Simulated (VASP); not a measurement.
# AlN (F-43m) in VASP: further runs

AlN is run at these levels: revPBE+D4, PBE exchange alone, r2SCAN+D3(BJ); tasks: single point.

Everything below comes from runs of VASP 6.6.1. Logs are shortened: lines on timing, memory, paths and dates and some standing lists are left out, and cuts for length are marked.

## Step 1: The cell of the first run

Symmetry: F-43m, No. 216, cubic system. Conventional cell: a = 4.454 Å, b = 4.454 Å, c = 4.454 Å, α = 90.00°, β = 90.00°, γ = 90.00°. Within 2.6 Å of Al (site symmetry -43m) lie 4 N at 1.93 Å. N (site symmetry -43m) has 4 Al at 1.93 Å within 2.6 Å.

## Step 2: Single point, revPBE+D4

The input, INCAR:

```
SYSTEM = AlN
ALGO = Normal
EDIFF = 1E-6
ENCUT = 600
GGA = RE
GGA_COMPAT = .False.
ISIF = 2
ISMEAR = -1
IVDW = 13
LASPH = .True.
LCHARG = .False.
LREAL = .False.
LWAVE = .False.
NBANDS = 11
NELM = 120
PREC = Accurate
SIGMA = 0.05
```

The input, KPOINTS:

```
k-points
0
Gamma
  10 10 10
  0 0 0
```

The input, POSCAR:

```
AlN
1.0
    0.0000000000      2.2268278375      2.2268278375
    2.2268278375      0.0000000000      2.2268278375
    2.2268278375      2.2268278375      0.0000000000
Al N
1 1
Direct
    0.0000000000      0.0000000000      0.0000000000
    0.2500000000      0.2500000000      0.2500000000
```

Potentials or basis: VASP PAW PBE potentials, release 64 (Al, N).

On the command line:

```
$ cat potpaw_PBE.64/Al/POTCAR potpaw_PBE.64/N/POTCAR > POTCAR
$ mpirun -np 1 vasp_std > vasp.out
```

OUTCAR:

```text
SYSTEM = AlN
   EDIFF = 1E-6
   ENCUT = 600
   GGA = RE
   ISIF = 2
   ISMEAR = -1
   IVDW = 13
   LASPH = .True.
   LREAL = .False.
   NELM = 120
   PREC = Accurate

 ion  position               nearest neighbor table
   1  0.000  0.000  0.000-   2 1.93   2 1.93   2 1.93   2 1.93
   2  0.250  0.250  0.250-   1 1.93   1 1.93   1 1.93   1 1.93

  LATTYP: Found a face centered cubic cell.
 ALAT       =     4.4536556750

  Lattice vectors:

 A1 = (   0.0000000000,   2.2268278375,   2.2268278375)
 A2 = (   2.2268278375,   0.0000000000,   2.2268278375)
 A3 = (   2.2268278375,   2.2268278375,   0.0000000000)

Analysis of symmetry for initial positions (statically):
=====================================================================
 Subroutine PRICEL returns:
 Original cell was already a primitive cell.

 Routine SETGRP: Setting up the symmetry group for a
 face centered cubic supercell.

 Subroutine GETGRP returns: Found 24 space group operations
 (whereof 24 operations were pure point group operations)
 out of a pool of 48 trial point group operations.

The static configuration has the point symmetry T_d .

Analysis of symmetry for dynamics (positions and initial velocities):
=====================================================================
 Subroutine PRICEL returns:
 Original cell was already a primitive cell.

 Routine SETGRP: Setting up the symmetry group for a
 face centered cubic supercell.

 Subroutine GETGRP returns: Found 24 space group operations
 (whereof 24 operations were pure point group operations)
 out of a pool of 48 trial point group operations.

The dynamic configuration has the point symmetry T_d .

 Subroutine INISYM returns: Found 24 space group operations
 (whereof 24 operations are pure point group operations),
 and found     1 'primitive' translations

----------------------------------------------------------------------------------------

                                     Primitive cell

  volume of cell :      22.0846

  direct lattice vectors                    reciprocal lattice vectors
     0.000000000  2.226827838  2.226827838    -0.224534646  0.224534646  0.224534646
     2.226827838  0.000000000  2.226827838     0.224534646 -0.224534646  0.224534646
     2.226827838  2.226827838  0.000000000     0.224534646  0.224534646 -0.224534646

  length of vectors
     3.149210129  3.149210129  3.149210129     0.388905415  0.388905415  0.388905415

  position of ions in fractional coordinates (direct lattice)
     0.000000000  0.000000000  0.000000000
     0.250000000  0.250000000  0.250000000

  ion indices of the primitive-cell ions
   primitive index   ion index
                 1           1
                 2           2

----------------------------------------------------------------------------------------

 KPOINTS: k-points

Automatic generation of k-mesh.
 Grid dimensions read from file:
 generate k-points for:   10   10   10

 Generating k-lattice:

  Cartesian coordinates                     Fractional coordinates (reciprocal lattice)
    -0.022453465  0.022453465  0.022453465     0.100000000  0.000000000  0.000000000
     0.022453465 -0.022453465  0.022453465     0.000000000  0.100000000  0.000000000
     0.022453465  0.022453465 -0.022453465     0.000000000  0.000000000  0.100000000

  Length of vectors
     0.038890541  0.038890541  0.038890541

  Shift w.r.t. Gamma in fractional coordinates (k-lattice)
     0.000000000  0.000000000  0.000000000

 Subroutine IBZKPT returns following result:
 ===========================================

 Found     47 irreducible k-points:

 Following reciprocal coordinates:
            Coordinates               Weight
  0.000000  0.000000  0.000000      1.000000
  0.100000  0.000000  0.000000      8.000000
  0.200000  0.000000  0.000000      8.000000
  0.300000  0.000000  0.000000      8.000000
  0.400000  0.000000  0.000000      8.000000
  0.500000  0.000000  0.000000      4.000000
[... 16 lines left out ...]
  0.300000  0.300000  0.000000      6.000000
  0.400000  0.300000  0.000000     24.000000
 [... further k-points ...]
   k-points           NKPTS =     47   k-points in BZ     NKDIM =     47   number of bands    NBANDS=     11
   number of dos      NEDOS =    301   number of ions     NIONS =      2
   total plane-waves  NPLWV =  21952
   dimension x,y,z NGX =    28 NGY =   28 NGZ =   28
   dimension x,y,z NGXF=    56 NGYF=   56 NGZF=   56
   ions per type =               1   1
   NGX,Y,Z   is equivalent  to a cutoff of  14.78, 14.78, 14.78 a.u.
   NGXF,Y,Z  is equivalent  to a cutoff of  29.56, 29.56, 29.56 a.u.
 SYSTEM =  AlN
   PREC   = accura    normal or accurate (medium, high low for compatibility)
   ISTART =      0    job   : 0-new  1-cont  2-samecut
   ICHARG =      2    charge: 1-file 2-atom 10-const
   ISPIN  =      1    spin polarized calculation?
   LNONCOLLINEAR =      F non collinear calculations
   LSORBIT =      F    spin-orbit coupling
   LASPH  =      T    aspherical Exc in radial PAW
   ENCUT  =  600.0 eV  44.10 Ry    6.64 a.u.   6.29  6.29  6.29*2*pi/ulx,y,z
   NELM   =    120;   NELMIN=  2; NELMDL= -5     # of ELM steps
   EDIFF  = 0.1E-05   stopping-criterion for ELM
   LREAL  =      F    real-space projection
   EDIFFG = 0.1E-04   stopping-criterion for IOM
   NSW    =      0    number of steps for IOM
   IBRION =     -1    ionic relax: 0-MD 1-quasi-New 2-CG
   NFREE  =      0    steps in history (QN), initial steepest desc. (CG)
   ISIF   =      2    stress and relaxation
   ISYM   =      2    0-nonsym 1-usesym 2-fastsym
   POTIM  = 0.5000    time-step for ionic-motion
   TEBEG  =    0.0;   TEEND  =   0.0 temperature during run
   PSTRESS=    0.0 pullay stress
   NELECT =       8.0000    total number of electrons
   NUPDOWN=      -1.0000    fix difference up-down
   EMIN   =  10.00;   EMAX   =-10.00  energy-range for DOS
   EFERMI =   0.00;   METHOD = LEGACY
   ISMEAR =    -1;   SIGMA  =   0.05  broadening in eV -4-tet -1-fermi 0-gaus
   EFERMI_NEDOS =   21; number of points for ismear=-14 and -15
   IALGO  =     38    algorithm
   IMIX   =      4    mixing-type and parameters
     AMIX     =   0.40;   BMIX     =  1.00
     AMIX_MAG =   1.60;   BMIX_MAG =  1.00
  volume/ion in A,a.u.               =      11.04        74.52
  Fermi-wavevector in a.u.,A,eV,Ry     =   1.167011  2.205331 18.529966  1.361914
  Thomas-Fermi vector in A             =   2.303516
   LORBIT       =      0    0 simple, 1 ext, 2 COOP (PROOUT), +10 PAW based schemes
   GGA     = RE    functional components
   LHFCALC =     F    Hartree Fock is set to
   AEXX    =    0.0000 exact exchange contribution
   IVDW    =    13    specifies the selected vdW correction
   LEPSILON=     F    determine dielectric tensor
   LRPA    =     F    only Hartree local field effects (RPA)
 non-spin polarized calculation
  energy-cutoff  :      600.00
  volume of cell :       22.08
 maximum number of plane-waves:       754
 NGX is ok and might be reduce to    28
   NGX = 13   NGY = 13   NGZ = 13

 number of electron       8.0000000 magnetization

 Free energy of the ion-electron system (eV)
  ---------------------------------------------------
  ext. energy  EPLUGINS =         0.00000000
  ---------------------------------------------------
  free energy    TOTEN  =       -14.24098525 eV

  energy without entropy =      -14.24098525  energy(sigma->0) =      -14.24098525

 E-fermi :   6.5497     XC(G=0): -10.5878

 val. band max:        5.5194874352   @ k =   0.0000   0.0000   0.0000
 cond. band min:       8.8359614494   @ k =   0.5000   0.5000   0.0000
 fundamental gap:      3.3164740142
 Fermi energy:         6.5497491884

 k-point     1 :       0.0000    0.0000    0.0000
  band No.  band energies     occupation
      1      -9.1637      2.00000
      2       5.5195      2.00000
      3       5.5195      2.00000
      4       5.5195      2.00000
      5       9.2378      0.00000
      6      17.5963      0.00000
      7      17.5963      0.00000
      8      17.5963      0.00000
      9      22.7574      0.00000
     10      22.7574      0.00000
     11      24.0857      0.00000

 k-point     2 :       0.1000    0.0000    0.0000
  band No.  band energies     occupation
      1      -9.0282      2.00000
      2       4.7100      2.00000
      3       5.4690      2.00000
      4       5.4690      2.00000
      5       9.9159      0.00000
      6      17.2128      0.00000
      7      17.7237      0.00000
      8      17.7237      0.00000
      9      21.5557      0.00000
     10      21.5557      0.00000
     11      23.3332      0.00000

 k-point     3 :       0.2000    0.0000    0.0000
  band No.  band energies     occupation
      1      -8.6441      2.00000
      2       3.1582      2.00000
      3       5.3430      2.00000
      4       5.3430      2.00000
      5      11.0471      0.00000
      6      16.4304      0.00000
      7      17.6909      0.00000
      8      17.6909      0.00000
      9      21.0149      0.00000
     10      21.0149      0.00000
     11      22.4562      0.00000

 k-point     4 :       0.3000    0.0000    0.0000
  band No.  band energies     occupation
      1      -8.0911      2.00000
      2       1.5972      2.00000
      3       5.1986      2.00000
      4       5.1986      2.00000
      5      11.8956      0.00000
      6      15.7077      0.00000
      7      17.1133      0.00000
      8      17.1133      0.00000
      9      21.9743      0.00000
     10      21.9743      0.00000
     11      22.2135      0.00000
[... 239 lines left out ...]
 k-point    22 :      -0.2000    0.2000    0.0000
  band No.  band energies     occupation
      1      -7.9093      2.00000
      2       1.8760      2.00000
      3       3.9029      2.00000
      4       5.2665      2.00000
      5      12.6767      0.00000
      6      15.1000      0.00000
      7      16.4742      0.00000
      8      17.6475      0.00000
      9      20.0632      0.00000
     10      23.3317      0.00000
     11      26.2307      0.00000

 k-point    23 :       0.3000    0.3000    0.0000
  band No.  band energies     occupation
      1      -7.7464      2.00000
      2       2.0907      2.00000
      3       4.3306      2.00000
      4       4.3306      2.00000
      5      10.6928      0.00000
      6      14.8853      0.00000
      7      16.8808      0.00000
      8      19.4528      0.00000
      9      19.4528      0.00000
     10      25.3484      0.00000
     11      28.3383      0.00000

 k-point    24 :       0.4000    0.3000    0.0000
  band No.  band energies     occupation
      1      -7.3294      2.00000
      2       1.5031      2.00000
      3       3.8897      2.00000
      4       4.1726      2.00000
      5      10.3358      0.00000
      6      14.7373      0.00000
      7      17.1837      0.00000
      8      19.5569      0.00000
      9      20.0291      0.00000
     10      26.2047      0.00000
     11      28.1261      0.00000

 [... further k-points ...]

------------------------ aborting loop because EDIFF is reached ----------------------------------------

  DFT-D4 for vdW energy calculation

  Edisp (eV):   -1.09686

  FORCE on cell =-STRESS in cart. coord.  units (eV):
  Direction    XX          YY          ZZ          XY          YZ          ZX
  --------------------------------------------------------------------------------------
  -------------------------------------------------------------------------------------
  Total      -1.81458    -1.81458    -1.81458     0.00000    -0.00000     0.00000
  in kB    -131.64234  -131.64234  -131.64234     0.00000    -0.00000     0.00000
  external pressure =     -131.64 kB  Pullay stress =        0.00 kB

 VOLUME and BASIS-vectors are now :
 -----------------------------------------------------------------------------
  energy-cutoff  :      600.00
  volume of cell :       22.08
      direct lattice vectors                 reciprocal lattice vectors
     0.000000000  2.226827838  2.226827838    -0.224534646  0.224534646  0.224534646
     2.226827838  0.000000000  2.226827838     0.224534646 -0.224534646  0.224534646
     2.226827838  2.226827838  0.000000000     0.224534646  0.224534646 -0.224534646

 POSITION                                       TOTAL-FORCE (eV/Angst)
 -----------------------------------------------------------------------------------
      0.00000      0.00000      0.00000        -0.000000     -0.000000     -0.000000
      1.11341      1.11341      1.11341         0.000000      0.000000      0.000000
 -----------------------------------------------------------------------------------
    total drift:                                0.000000      0.000000      0.000000

  FREE ENERGIE OF THE ION-ELECTRON SYSTEM (eV)
  ---------------------------------------------------
  free  energy   TOTEN  =       -15.3378405117 eV

  energy  without entropy=      -15.3378405116  energy(sigma->0) =      -15.33784051
```

It took 35 s on 1 thread of AMD EPYC 7R13, shared host; peak memory 0.12 GiB.

What came out:

* Free energy: -15.3378 eV
* Pressure: -13.2 GPa
* Band gap on the k mesh: 3.32 eV, indirect (least direct gap 3.72 eV)
* Dispersion energy per atom: -0.548 eV

Levels at points of the mesh, in eV from the valence-band top:
```tsv
k point	band 1	band 2	band 3	band 4	band 5	band 6	band 7	band 8
(0.00, 0.00, 0.00)	-14.68	0.00	0.00	0.00	3.72	12.08	12.08	12.08
(0.50, 0.00, 0.00)	-12.82	-5.59	-0.47	-0.47	6.93	9.51	10.84	10.84
(0.50, 0.50, 0.00)	-12.25	-4.70	-1.70	-1.70	3.32	8.34	13.29	15.11
```

Caveat: the PAW data sets were made with another functional, which shifts forces and pressure a little. A k mesh can miss the band edges.

## Step 3: Single point, PBE exchange alone

This run uses another cell than the first one, of 10.83 Å³/atom, 0.981 times its volume.

The input, INCAR:

```
SYSTEM = AlN
PREC = Accurate
ENCUT = 600
EDIFF = 1E-6
ISMEAR = -1
SIGMA = 0.05
LREAL = .False.
LASPH = .True.
NELM = 120
ALGO = Normal
ISIF = 2
LWAVE = .False.
LCHARG = .False.
GGA = PE
ALDAC = 0.0
AGGAC = 0.0
NBANDS = 11
GGA_COMPAT = .False.
```

The input, KPOINTS:

```
Automatic mesh
0
Gamma
  10 10 10
  0 0 0
```

The input, POSCAR:

```
AlN
1.0
    0.0000000000      2.2127336128      2.2127336128
    2.2127336128      0.0000000000      2.2127336128
    2.2127336128      2.2127336128      0.0000000000
Al N
1 1
Direct
    0.0000000000      0.0000000000      0.0000000000
    0.2500000000      0.2500000000      0.2500000000
```

Potentials or basis: VASP PAW PBE potentials, release 64 (Al, N).

On the command line:

```
$ cat potpaw_PBE.64/Al/POTCAR potpaw_PBE.64/N/POTCAR > POTCAR
$ mpirun -np 1 vasp_std > vasp.out
```

It took 36 s on 1 thread of AMD EPYC 7R13, shared host; peak memory 0.12 GiB.

The run converged. Its results:

* Free energy: -12.0709 eV
* Pressure: 10.6 GPa
* Band gap on the k mesh: 3.63 eV, indirect (least direct gap 4.15 eV)

Levels at points of the mesh, in eV from the valence-band top:
```csv
k point,band 1,band 2,band 3,band 4,band 5,band 6,band 7,band 8,band 9
"(0.00, 0.00, 0.00)",-14.68,0.00,0.00,0.00,4.15,12.27,12.27,12.27,17.45
"(0.50, 0.00, 0.00)",-12.78,-5.58,-0.47,-0.47,7.23,9.89,11.04,11.04,17.80
"(0.50, 0.50, 0.00)",-12.18,-4.72,-1.71,-1.71,3.63,8.58,13.59,15.39,15.39
```

A k mesh can miss the band edges.

## Step 4: Single point, PBE exchange alone

The input, INCAR:

```
  PREC = Accurate
  ENCUT = 600
  EDIFF = 1E-6
  ISMEAR = -1
  SIGMA = 0.05
  LREAL = False
  LASPH = True
  NELM = 120
  ALGO = Normal
  ISIF = 2
  LWAVE = False
  LCHARG = False
  GGA = PE
  ALDAC = 0.0
  AGGAC = 0.0
  NBANDS = 11
  GGA_COMPAT = False
```

The input, KPOINTS:

```
Automatic mesh
0
Gamma
  10 10 10
```

The input, POSCAR:

```
AlN
1.0
    0.0000000000      2.2268278375      2.2268278375
    2.2268278375      0.0000000000      2.2268278375
    2.2268278375      2.2268278375      0.0000000000
Al N
1 1
Direct
    0.0000000000      0.0000000000      0.0000000000
    0.2500000000      0.2500000000      0.2500000000
```

On the command line:

```
$ cat potpaw_PBE.64/Al/POTCAR potpaw_PBE.64/N/POTCAR > POTCAR
$ mpirun -np 1 vasp_std > vasp.out
```

Run time: 34 s. Hardware: 1 thread of AMD EPYC 7R13, shared host; peak memory 0.12 GiB.

The run converged. Its results:

| Property | Result |
| --- | --- |
| Free energy | -12.0943 eV |
| Pressure | 6.9 GPa |
| Band gap on the k mesh | 3.62 eV, indirect (least direct gap 3.98 eV) |

Levels at points of the mesh, in eV from the valence-band top:
```
           k point  band 1  band 2  band 3  band 4  band 5  band 6  band 7  band 8  band 9
(0.00, 0.00, 0.00)  -14.58    0.00    0.00    0.00    3.98   12.08   12.08   12.08   17.30
(0.50, 0.00, 0.00)  -12.72   -5.50   -0.47   -0.47    7.05    9.76   10.92   10.92   17.56
(0.50, 0.50, 0.00)  -12.15   -4.66   -1.69   -1.69    3.62    8.45   13.35   15.15   15.15
```

A k mesh can miss the band edges.

## Step 5: Single point, r2SCAN+D3(BJ)

This run uses another cell than the first one, of 10.83 Å³/atom, 0.981 times its volume.

The input, POSCAR:

```
AlN
1.0
    0.0000000000      2.2127336128      2.2127336128
    2.2127336128      0.0000000000      2.2127336128
    2.2127336128      2.2127336128      0.0000000000
Al N
1 1
Direct
    0.0000000000      0.0000000000      0.0000000000
    0.2500000000      0.2500000000      0.2500000000
```

The input, INCAR.step1:

```
ALGO = Normal ; EDIFF = 1E-4
ENCUT = 520 ; GGA = PE
ISMEAR = -1 ; LASPH = True
LCHARG = False ; LREAL = False
LWAVE = True ; NBANDS = 11
NELM = 60 ; PREC = Accurate
SIGMA = 0.05
```

The input, INCAR.step2:

```
ALGO = Normal ; EDIFF = 1E-6
ENCUT = 520 ; ISIF = 2
ISMEAR = -1 ; ISTART = 1
IVDW = 12 ; LASPH = True
LCHARG = False ; LMIXTAU = True
LREAL = False ; LWAVE = False
METAGGA = R2SCAN ; NBANDS = 11
NELM = 60 ; PREC = Accurate
SIGMA = 0.05 ; VDW_A1 = 0.49484001
VDW_A2 = 5.73083694 ; VDW_S6 = 1.0
VDW_S8 = 0.78981345
```

The input, KPOINTS:

```
k-points
0
Gamma
  10 10 10
```

On the command line:

```
$ cat potpaw_PBE.64/Al/POTCAR potpaw_PBE.64/N/POTCAR > POTCAR
$ cp INCAR.step1 INCAR
$ mpirun -np 1 vasp_std > vasp.out
$ cp INCAR.step2 INCAR
$ mpirun -np 1 vasp_std > vasp.out
```

Wall time 26 s (1 thread of AMD EPYC 9R45 (Zen 5), shared host); peak memory 0.12 GiB.

Results (log left out):

```yaml
Free_energy: -19.4029 eV
Pressure: -9.7 GPa
Band_gap_on_the_k_mesh: 3.90 eV, indirect (least direct gap 4.53 eV)
Dispersion_energy_per_atom: -0.122 eV
```

Levels at points of the mesh, in eV from the valence-band top:
```tsv
k point	band 1	band 2	band 3	band 4	band 5	band 6	band 7	band 8	band 9
(0.00, 0.00, 0.00)	-15.52	0.00	0.00	0.00	4.53	13.12	13.12	13.12	18.21
(0.50, 0.00, 0.00)	-13.62	-5.73	-0.48	-0.48	7.84	10.54	11.69	11.69	18.78
(0.50, 0.50, 0.00)	-13.02	-4.83	-1.76	-1.76	3.90	9.23	14.65	16.45	16.45
```

Caveat: the PAW data sets were made with another functional, which shifts forces and pressure a little. r2SCAN opens gaps a little over a GGA but as a rule still falls short of measured ones.

## Step 6: Summary

| level | cell | cutoff (eV) | gap on the mesh (eV) | pressure (GPa) |
| --- | --- | --- | --- | --- |
| revPBE+D4 | a = 3.149 Å, angles 60.0°, 2 atoms | 600 | 3.32 | -13.2 |
| PBE exchange alone | a = 3.129 Å, angles 60.0°, 2 atoms | 600 | 3.63 | 10.6 |
| PBE exchange alone | a = 3.149 Å, angles 60.0°, 2 atoms | 600 | 3.62 | 6.9 |
| r2SCAN+D3(BJ) | a = 3.129 Å, angles 60.0°, 2 atoms | 520 | 3.90 | -9.7 |

Alike in all rows: task single point; potentials or basis VASP PAW PBE potentials, release 64 (Al, N); no spin polarisation; k mesh 10 × 10 × 10; smearing fermi-dirac 0.05 eV.

Caveats: the PAW data sets were made with another functional, which shifts forces and pressure a little (some runs).

Absolute energies hang on the potentials; compare differences alone.
